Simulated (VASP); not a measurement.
## CdTe: single point with PBE

Crystal: CdTe.

```
Cd Te
1.0
     0.00000    3.15330    3.31096
     3.15330    0.00000    3.31096
     3.15330    3.15330    0.00000
Cd Te
1 1
Direct
  0.00000 0.00000 0.00000
  0.75000 0.75000 0.75000
```

This cell differs from its parent crystal: ratio of the length along z to the lengths across it x 1.05, volume and fractional coordinates fixed.

```json
{
  "Program": "VASP 6.6.1",
  "Task": "single point",
  "Functional": "PBE",
  "Potentials or basis": "VASP PAW PBE potentials, release 64 (Cd, Te)",
  "Cutoff": "520 eV",
  "k mesh": "8 × 8 × 8",
  "Occupations": "gaussian, width 0.05 eV",
  "Spin": "no spin polarisation"
}
```

```
Pressure               : 4.3 GPa
Band gap on the k mesh : 0.81 eV, direct
```

Stress tensor (GPa, compression positive):
```
4.58 0.00 0.00
0.00 4.58 0.00
0.00 0.00 3.86
```

Levels at points of the mesh, in eV from the valence-band top:
| k point | band 6 | band 7 | band 8 | band 9 | band 10 | band 11 | band 12 | band 13 |
| --- | --- | --- | --- | --- | --- | --- | --- | --- |
| (0.00, 0.00, 0.00) | -8.17 | -0.18 | 0.00 | 0.00 | 0.81 | 4.53 | 4.53 | 4.54 |
| (0.50, 0.00, 0.00) | -7.80 | -4.67 | -1.01 | -0.75 | 1.77 | 5.00 | 5.27 | 7.06 |
| (0.50, 0.50, 0.00) | -7.71 | -4.69 | -1.89 | -1.89 | 2.62 | 2.85 | 8.71 | 9.24 |
| (0.50, 0.00, 0.50) | -7.62 | -4.44 | -2.14 | -2.06 | 2.41 | 2.48 | 8.99 | 9.05 |

Wall time 28 s on 1 thread of AMD EPYC 9R45 96-Core Processor (Zen 5), with other jobs on the host, peak memory 0.21 GiB.

Caveat: spin-orbit coupling is left out, which moves the levels of the heavy elements.
